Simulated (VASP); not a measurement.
Wanted: the native input for a VASP 6.6.1 run.

| Property | Result |
| --- | --- |
| Task | single point |
| Functional | PBE |
| Potentials or basis | VASP PAW PBE potentials, release 64 (Zr_sv, Zn, N) |
| Cutoff | 520 eV |
| k mesh | 6 × 6 × 4 |
| Occupations | gaussian, width 0.1 eV |
| Spin | no spin polarisation |
| Dipole correction | no |
| Further INCAR settings | ALGO = Normal; EDIFF = 1e-06; NBANDS = 38 |

The structure of Zr3ZnN2 lies in POSCAR:

```
Zr3ZnN2
1.0
    5.4654724800      0.0000000000      0.0000000000
   -2.7327362400      4.7332380200      0.0000000000
    0.0000000000      0.0000000000      3.7545888000
Zr Zn N
3 1 2
Direct
    0.6189273100      0.0000000000      0.0000000000
    0.0000000000      0.6189273100      0.0000000000
    0.3810726900      0.3810726900      0.0000000000
    0.0000000000      0.0000000000      0.0000000000
    0.3333333300      0.6666666700      0.5000000000
    0.6666666700      0.3333333300      0.5000000000
```

The cell was built from a structure type or drawn by symmetry, and may not be a known phase.

The input as run:

INCAR

```
PREC     = Accurate       # precision mode
ENCUT    = 520            # plane-wave cutoff, eV
EDIFF    = 1E-6           # SCF threshold, eV
ISMEAR   = 0              # smearing method
SIGMA    = 0.1            # smearing width, eV
LREAL    = F              # projectors in reciprocal space
LASPH    = T              # aspherical terms in the spheres
NELM     = 80             # most SCF steps
ALGO     = Normal         # electronic algorithm
ISIF     = 2              # what is computed and relaxed
LWAVE    = F              # write WAVECAR
LCHARG   = F              # write CHGCAR
GGA      = PE             # functional
NBANDS   = 38             # bands
```

KPOINTS

```
regular mesh
0
Gamma
  6 6 4
```

Potentials or basis: VASP PAW PBE potentials, release 64 (Zr_sv, Zn, N).

Command:

```sh
$ cat potpaw_PBE.64/Zr_sv/POTCAR potpaw_PBE.64/Zn/POTCAR potpaw_PBE.64/N/POTCAR > POTCAR
$ mpirun -np 1 vasp_std > vasp.out
```

It gave:

```
Pressure               : 14.7 GPa
Largest force          : 8.965 eV/Å
Band gap on the k mesh : zero (filled and empty bands touch)
```

Caveat: the k points lie up to 0.42 Å⁻¹ apart; forces of over 1 eV/Å act on the atoms, so gaps and moduli don't describe the material at rest.

Wall time 54 s on 1 thread of AMD EPYC 9R45 96-Core Processor (Zen 5), with other jobs on the host, peak memory 0.22 GiB.
